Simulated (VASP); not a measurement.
Runs of VASP 6.6.1 on GaN. The structure is that of space group I-4m2 (No. 119), or close to it. The cells are those of the table. 

```csv
cell,gap on the mesh (eV),pressure (GPa)
"a = 3.313, b = 3.313, c = 2.999 Å, angles 63.1, 63.1, 53.8°, 2 atoms",1.14,3.2
"a = 3.387, b = 3.387, c = 2.920 Å, angles 64.5, 64.5, 51.1°, 2 atoms",0.54,1.9
"a = 3.477, b = 3.477, c = 2.839 Å, angles 65.9, 65.9, 48.2°, 2 atoms",(a),(c)
"a = 3.122, b = 3.122, c = 3.364 Å, angles 57.4, 57.4, 65.2°, 2 atoms",1.29,3.2
"a = 3.103, b = 3.103, c = 3.679 Å, angles 53.6, 53.6, 72.7°, 2 atoms",0.34,(b)
"a = 3.098, b = 3.098, c = 3.577 Å, angles 54.7, 54.7, 70.5°, 2 atoms",0.75,-2.7
"a = 3.167, b = 3.167, c = 3.231 Å, angles 59.3, 59.3, 61.3°, 2 atoms",1.60,5.0
"a = 3.105, b = 3.105, c = 3.462 Å, angles 56.1, 56.1, 67.8°, 2 atoms",1.08,(d)
```

Alike in all rows: task single point; level PBE; potentials or basis VASP PAW PBE potentials, release 64 (Ga_d, N); no spin polarisation; k mesh 12 × 12 × 12; cutoff (eV) 520; smearing gaussian 0.05 eV.

**Question.** Fill in the values left out.

**Answer.** (a) none; (b) -6.0; (c) 1.1; (d) 0.8.

A k mesh can miss the band edges, and the runs leave out spin-orbit coupling on Ga.
